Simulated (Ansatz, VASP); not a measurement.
# One calculation of AlNi, two programs

```
CELL_PARAMETERS angstrom
2.94103 0.00000 0.00000
0.00000 2.94103 0.00000
0.00000 0.00000 2.94103
ATOMIC_POSITIONS crystal
Al 0.00000 0.00000 0.97926
Ni 0.50000 0.50000 0.50954
```

Change from the starting cell: mode 6 frozen in at -0.060 Å, equal normal strain along x, y and z +0.0167.

Alike in both runs: task single point; functional PBE; k mesh 16 × 16 × 16; occupations gaussian, width 0.15 eV; no spin polarisation.

```csv
,VASP,Ansatz
version,VASP 6.6.1,Ansatz 0.2.0
potentials or method,"VASP PAW PBE potentials, release 64 (Al, Ni), cutoff 520 eV","scalar-relativistic, plane waves, PAW"
valence electrons in the cell,13,21
```

Ansatz gave:

* gap on the k mesh at the Fermi level (eV): none
* pressure (GPa): -6.7
* traceless stress, the component that is largest in VASP (GPa): -0.17
* rms of the force components (eV/Å): 0.236

Q: Which values does VASP return?

A: gap on the k mesh at the Fermi level (eV): none; pressure (GPa): -6.8; traceless stress, the component that is largest in VASP (GPa): -0.17; rms of the force components (eV/Å): 0.238.

Atom by atom the forces differ by 0.002 eV/Å (rms over components). A gap of «none» marks a metal or a gap that the smearing closes. The functional is the same, so the differences come from potentials, cutoffs and numerics. VASP's potentials hold 13 valence electrons a cell and Ansatz's 21, so a difference there can come from the potentials and not from the codes.
